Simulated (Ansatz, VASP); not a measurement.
**CdTe in VASP and in Ansatz**

INCAR

```
SYSTEM = CdTe
ALGO = Normal
EDIFF = 1E-8
ENCUT = 520
GGA = PS
ISIF = 2
ISMEAR = -1
LASPH = .True.
LCHARG = .False.
LEFG = .True.
LREAL = .False.
LWAVE = .False.
NBANDS = 26
NELM = 60
PREC = Accurate
SIGMA = 0.05
```

The input KPOINTS:

```
k-points
0
Gamma
  9 9 6
  0 0 0
```

POSCAR

```
CdTe
1.0
    2.9733322700     -3.0017707300      0.0000000000
    2.9733322700      3.0017707300      0.0000000000
    0.0000000000      0.0000000000      6.0906520000
Cd Te
2 2
Direct
    0.2770300000      0.7229700000      0.7500000000
    0.7229700000      0.2770300000      0.2500000000
    0.7661370000      0.2338630000      0.7500000000
    0.2338630000      0.7661370000      0.2500000000
```

Input for Ansatz:

```yaml
crystal:
  lattice:
    - [2.97333227, -3.00177073, 0.0]
    - [2.97333227, 3.00177073, 0.0]
    - [0.0, 0.0, 6.090652]
  atoms:
    - { symbol: Cd, position: [0.27703, 0.72297, 0.75] }
    - { symbol: Cd, position: [0.72297, 0.27703, 0.25] }
    - { symbol: Te, position: [0.766137, 0.233863, 0.75] }
    - { symbol: Te, position: [0.233863, 0.766137, 0.25] }
kpoints:
  mp_grid: { grid: [9, 9, 6] }
scf:
  occupations: { method: fermi_dirac, width: 0.05 }
hamiltonian:
  xc: pbesol
  pseudopotentials: { kind: paw }
output:
  forces: true
  stress: true
  eigenvalues: true
  efg: { contact_densities: true }
```

Change from the starting cell: equal xx and yy strain of -3 %, PAW files.

Alike in both runs: task electric field gradients; functional PBEsol; k mesh 9 × 9 × 6; occupations fermi-dirac, width 0.05 eV; no spin polarisation.

|  | VASP | Ansatz |
| --- | --- | --- |
| version | VASP 6.6.1 | Ansatz 0.2.0 |
| potentials or method | VASP PAW PBE potentials, release 64 (Cd, Te) | PAW with Ansatz's default frozen-core files, scalar-relativistic |
| plane-wave cutoff (eV) | 520 | 420 |
| valence electrons in the cell | 36 | 72 |

|  | VASP | Ansatz | Ansatz less VASP |
| --- | --- | --- | --- |
| pressure (GPa) | -0.1 | -0.4 | -0.24 |
| traceless stress, the component that is largest in VASP (GPa) | -0.88 | -0.85 | +0.031 |
| rms of the force components (eV/Å) | 0.045 | 0.044 | -0.0014 |
| size of Vzz on the site where it differs most (V/Å²) | 46.1 | 49.7 | +3.58 |

VASP's potentials were made for PBE, not for PBEsol. Atom by atom the forces differ by 0.003 eV/Å (rms over components). The functional is the same, so the differences come from potentials, cutoffs and numerics. VASP's potentials hold 36 valence electrons a cell and Ansatz's 72, so a difference there can come from the potentials and not from the codes.

Spin-orbit coupling is off throughout.
